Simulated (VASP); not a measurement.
Cl: relaxation of cell and atoms with LDA

Crystal: Cl.

```xyz
2
Lattice="3.1600 0.0000 0.0000 -1.5800 2.7366 0.0000 0.0000 0.0000 5.1603" Properties=species:S:1:pos:R:3 pbc="T T T"
Cl    0.0000    1.8244    1.2901
Cl    1.5800    0.9122    3.8702
```

```
Program                : VASP 6.6.1
Task                   : relaxation of cell and atoms
Functional             : LDA
Potentials or basis    : VASP PAW LDA potentials, release 64 (Cl)
Cutoff                 : 600 eV
k mesh                 : 15 × 15 × 8
Occupations            : fermi-dirac, width 0.05 eV
Spin                   : no spin polarisation
Dipole correction      : no
Further INCAR settings : ALGO = Normal; EDIFF = 1e-07; IBRION = 2; EDIFFG = -0.01; NSW = 80; ISIF = 3
```

| Quantity | Value |
| --- | --- |
| Relaxed volume | 18.33 Å³/atom |
| Relaxed cell | a = 2.960 Å, b = 2.960 Å, c = 4.833 Å, α = 90.00°, β = 90.00°, γ = 120.00° |
| Space group after relaxing (to 0.1 Å) | P6_3/mmc (No. 194) |
| Energy gained by relaxing | 97.8 meV/atom |
| Ionic steps | 4 |
| Pressure after relaxing | 0.0 GPa |
| Band gap on the k mesh | zero (bands 7 and 8 overlap by 2.83 eV) |

The path:
```csv
step,energy change (eV),largest force (eV/Å),pressure (GPa),volume (Å³)
1,0.0000,0.0000,-6.45,44.62
2,-0.1725,0.0000,-2.91,39.07
3,-0.1954,0.0000,-0.31,36.90
4,-0.1956,0.0000,0.04,36.66
```

Final structure:
```
CELL_PARAMETERS angstrom
2.95955 0.00000 0.00000
-1.47977 2.56304 0.00000
0.00000 0.00000 4.83312
ATOMIC_POSITIONS crystal
Cl 0.33333 0.66667 0.25000
Cl 0.66667 0.33333 0.75000
```

Levels at points of the mesh, in eV from the Fermi level:
| k point | band 3 | band 4 | band 5 | band 6 | band 7 | band 8 | band 9 | band 10 | band 11 |
| --- | --- | --- | --- | --- | --- | --- | --- | --- | --- |
| (0.00, 0.00, 0.00) | -5.67 | 0.29 | 0.29 | 1.04 | 1.04 | 1.09 | 9.73 | 10.69 | 13.70 |
| (0.00, 0.00, 0.50) | -2.53 | -2.53 | 0.66 | 0.66 | 0.66 | 0.66 | 11.00 | 11.00 | 13.64 |

Wall time 2.7 min on 1 thread of Intel(R) Xeon(R) Platinum 8259CL CPU @ 2.50GHz (Skylake/Cascade Lake), on a shared host, peak memory 0.19 GiB.

Caveat: the volume moved by over 15 % at a fixed basis, so the end points are rough.
